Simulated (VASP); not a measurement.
Crystal: CaO.

```
Ca O
1.0
     0.00000    2.71100    2.71100
     2.71100    0.00000    2.71100
     2.71100    2.71100    0.00000
Ca O
1 1
Direct
  0.00000 0.00000 0.00000
  0.25000 0.25000 0.25000
```

This cell differs from its parent crystal: strain +4.0%.

Base run:

* Program: VASP 6.6.1
* Functional: r2SCAN
* Potentials or basis: VASP PAW PBE potentials, release 64 (Ca_sv, O)
* Cutoff: 520 eV
* k mesh: 8 × 8 × 8
* Occupations: gaussian, width 0.01 eV
* Spin: no spin polarisation

Its results: band gap on the k mesh 3.33 eV (least direct gap 3.77 eV); pressure -7.1 GPa.

Task: The run is repeated on the same cell with these changes: functional from r2SCAN to PBE; k mesh from 8 × 8 × 8 to 6 × 6 × 6. What comes out?

Result: Band gap on the k mesh 2.93 eV (least direct gap 3.37 eV); pressure -5.9 GPa.

Several settings changed at once.

Caveats: the cell stands under tension; the PAW data sets were made with another functional, which shifts forces and pressure a little (at least some runs).

A k mesh can miss the band edges.
